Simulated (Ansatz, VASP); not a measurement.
# Two plane-wave programs on AlN

```xyz
4
Lattice="3.1637 0.0000 0.0000 -1.5818 2.7398 0.0000 0.0000 0.0000 3.9673" Properties=species:S:1:pos:R:3 pbc="T T T"
Al    0.0000    1.8266    2.9754
Al    1.5818    0.9133    0.9918
N     0.0000    1.8266    0.9918
N     1.5818    0.9133    2.9754
```

Alike in both runs: task single point; functional PBEsol; k mesh 9 × 9 × 6; occupations gaussian, width 0.05 eV; no spin polarisation.

|  | VASP | Ansatz |
| --- | --- | --- |
| version | VASP 6.6.1 | Ansatz 0.2.0 |
| potentials or method | VASP PAW PBE potentials, release 64 (Al, N), cutoff 520 eV | scalar-relativistic, plane waves, PAW |
| valence electrons in the cell | 16 | 16 |

|  | VASP | Ansatz | Ansatz less VASP |
| --- | --- | --- | --- |
| gap on the k mesh at the Fermi level (eV) | 4.22 | 4.23 | +0.011 |
| least direct gap on the mesh (eV) | 4.26 | 4.24 | -0.017 |

VASP's potentials were made for PBE, not for PBEsol, and Ansatz warns of the same on its side.
